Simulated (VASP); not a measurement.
Wanted: the native input for a VASP 6.6.1 run.

```yaml
Task: single point
Functional: PBEsol
Potentials_or_basis: VASP PAW PBE potentials, release 64 (Sn_d, O)
Cutoff: 600 eV
k_mesh: 2 × 2 × 2, shifted
Occupations: gaussian, width 0.1 eV
Spin: no spin polarisation
Dipole_correction: no
Further_INCAR_settings: ALGO = Normal; EDIFF = 1e-06; NBANDS = 93; ISYM = 0
```

The structure of SnO2 lies in POSCAR:

```
SnO2
1.0
    4.7880040000      0.0000000000     -3.2408980000
    0.0000000000      4.8665820000     -3.2408980000
    4.7880040000      4.8665820000      3.2408980000
Sn O
6 12
Direct
    0.0000000000      0.0000000000      0.5000000000
    0.6666666667      0.6666666667      0.8333333333
    0.3333333333      0.3333333333      0.1666666667
    0.0000000000      0.0000000000      0.0000000000
    0.6666666667      0.6666666667      0.3333333333
    0.3333333333      0.3333333333      0.6666666667
    0.0875560000      0.1167430000      0.2042990000
    0.7542226667      0.7834096667      0.5376323333
    0.4208893333      0.4500763333      0.8709656667
    0.3015840000      0.6886870000      0.4902710000
    0.9682506667      0.3553536667      0.8236043333
    0.6349173333      0.0220203333      0.1569376667
    0.6984160000      0.3113130000      0.5097290000
    0.3650826667      0.9779796667      0.8430623333
    0.0317493333      0.6446463333      0.1763956667
    0.2457773333      0.2165903333      0.4623676667
    0.9124440000      0.8832570000      0.7957010000
    0.5791106667      0.5499236667      0.1290343333
```

One way to write it, as run:

INCAR

```
SYSTEM = SnO2
ALGO = Normal ; EDIFF = 1E-6
ENCUT = 600 ; GGA = PS
GGA_COMPAT = .False. ; ISIF = 2
ISMEAR = 0 ; ISYM = 0
LASPH = .True. ; LCHARG = .False.
LREAL = .False. ; LWAVE = .False.
NBANDS = 93 ; NELM = 120
PREC = Accurate ; SIGMA = 0.1
```

KPOINTS

```
Automatic mesh
0
Gamma
  2 2 2
  0.5 0.5 0.5
```

Potentials or basis: VASP PAW PBE potentials, release 64 (Sn_d, O).

Command:

```sh
$ cat potpaw_PBE.64/Sn_d/POTCAR potpaw_PBE.64/O/POTCAR > POTCAR
$ mpirun -np 1 vasp_std > vasp.out
```

It gave:

* Pressure: -5.9 GPa
* Largest force: 0.094 eV/Å
* Band gap on the k mesh: 2.37 eV

Caveat: the k points lie up to 0.58 Å⁻¹ apart; the PAW data sets were made with another functional, which shifts forces and pressure a little; spin-orbit coupling is left out, which moves the levels of the heavy elements.

Run time: 4.3 min on 1 thread of Intel Xeon 8259CL, with other jobs on the host, peak memory 0.38 GiB.
